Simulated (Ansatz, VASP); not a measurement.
One calculation of HgTe, two programs

Contents of INCAR:

```
  PREC = Accurate
  ENCUT = 500
  EDIFF = 1E-6
  ISMEAR = 1
  SIGMA = 0.1
  LREAL = F
  LASPH = T
  NELM = 120
  ALGO = Normal
  ISIF = 2
  LWAVE = F
  LCHARG = F
  GGA = PE
  NBANDS = 16
  GGA_COMPAT = F
```

File KPOINTS:

```
regular mesh
0
Gamma
  4 4 4
```

File POSCAR:

```
HgTe
1.0
    0.0000000000      3.0771170000      3.0771170000
    3.0771170000      0.0000000000      3.0771170000
    3.0771170000      3.0771170000      0.0000000000
Hg Te
1 1
Direct
   -0.0081244880      0.0081244880      0.0081244880
    0.5000000000      0.5000000000      0.5000000000
```

Input for Ansatz:

```yaml
crystal:
  lattice:
    - [0.0, 3.077117, 3.077117]
    - [3.077117, 0.0, 3.077117]
    - [3.077117, 3.077117, 0.0]
  atoms:
    - { symbol: Hg, position: [-0.008124488, 0.008124488, 0.008124488] }
    - { symbol: Te, position: [0.5, 0.5, 0.5] }
basis:
  ecutwfc: 420
kpoints:
  mp_grid: { grid: [4, 4, 4] }
hamiltonian:
  xc: pbe
scf:
  occupations: { method: cold }
output:
  forces: true
  stress: true
  eigenvalues: true
```

Alike in both runs: task single point; functional PBE; k mesh 4 × 4 × 4; no spin polarisation.

|  | VASP | Ansatz |
| --- | --- | --- |
| version | VASP 6.6.1 | Ansatz 0.2.0 |
| potentials or method | VASP PAW PBE potentials, release 64 (Hg, Te), cutoff 500 eV | scalar-relativistic, plane waves, PAW |
| occupations | methfessel-paxton of order 1, width 0.1 eV | cold |
| valence electrons in the cell | 18 | 36 |

Ansatz gave:

- gap on the k mesh at the Fermi level (eV): none
- pressure (GPa): 1.0
- traceless stress, the component that is largest in VASP (GPa): 0.11
- rms of the force components (eV/Å): 0.023

Q: What did VASP give for the same quantities?

A: gap on the k mesh at the Fermi level (eV): none; pressure (GPa): 1.2; traceless stress, the component that is largest in VASP (GPa): 0.12; rms of the force components (eV/Å): 0.019.

Atom by atom the forces differ by 0.005 eV/Å (rms over components). A gap of «none» marks a metal or a gap that the smearing closes. VASP's potentials hold 18 valence electrons a cell and Ansatz's 36, so a difference there can come from the potentials and not from the codes.

The k mesh is coarse, so the values compare programs but aren't converged. Neither program's run includes spin-orbit coupling.
